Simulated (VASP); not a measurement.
TiB5:

```
CELL_PARAMETERS angstrom
4.37742 0.00000 0.00000
-2.18871 3.79095 0.00000
0.00000 0.00000 3.52177
ATOMIC_POSITIONS crystal
Ti 0.00000 0.00000 0.00000
B 0.33333 0.66667 0.00000
B 0.66667 0.33333 0.00000
B 0.50000 0.00000 0.50000
B 0.50000 0.50000 0.50000
B 0.00000 0.50000 0.50000
```

```yaml
Program: VASP 6.6.1
Task: relaxation of cell and atoms
Functional: PBE
Potentials_or_basis: VASP PAW PBE potentials, release 64 (Ti_sv, B)
Cutoff: 600 eV
k_mesh: 6 × 6 × 6
Occupations: gaussian, width 0.1 eV
Spin: no spin polarisation
```

At the start: pressure -40.7 GPa; volume 9.74 Å³/atom.

Q: Where does the relaxation end?

A: Over 7 steps the energy falls by 546.3 meV/atom and the volume is 7.22 Å³/atom (-25.8 %); space group P6/mmm (No. 191, to 0.05 Å).

Step by step:
| step | energy change (eV) | largest force (eV/Å) | pressure (GPa) | volume (Å³) |
| --- | --- | --- | --- | --- |
| 1 | 0.0000 | 0.0000 | -40.72 | 58.44 |
| 2 | -2.8946 | 0.0000 | 22.48 | 39.81 |
| 3 | -3.0188 | 0.0000 | 4.91 | 42.17 |
| 4 | -3.2475 | 0.0000 | 7.77 | 42.06 |
| 5 | -3.2481 | 0.0000 | 7.60 | 42.07 |
| 6 | -3.2694 | 0.0000 | -3.79 | 44.05 |
| 7 | -3.2777 | 0.0000 | -0.04 | 43.35 |

Final structure:
```cif
data_structure
_symmetry_space_group_name_H-M 'P 1'
_symmetry_Int_Tables_number 1
_cell_length_a 4.1629
_cell_length_b 4.1629
_cell_length_c 2.8884
_cell_angle_alpha 90.000
_cell_angle_beta 90.000
_cell_angle_gamma 120.000
_cell_volume 43.35
loop_
_atom_site_label
_atom_site_type_symbol
_atom_site_fract_x
_atom_site_fract_y
_atom_site_fract_z
_atom_site_occupancy
Ti1 Ti 0.00000 0.00000 0.00000 1
B1 B 0.33333 0.66667 0.00000 1
B2 B 0.66667 0.33333 0.00000 1
B3 B 0.50000 0.00000 0.50000 1
B4 B 0.50000 0.50000 0.50000 1
B5 B 0.00000 0.50000 0.50000 1
```

Caveat: the volume moved by over 15 % at a fixed basis, so the end points are rough.
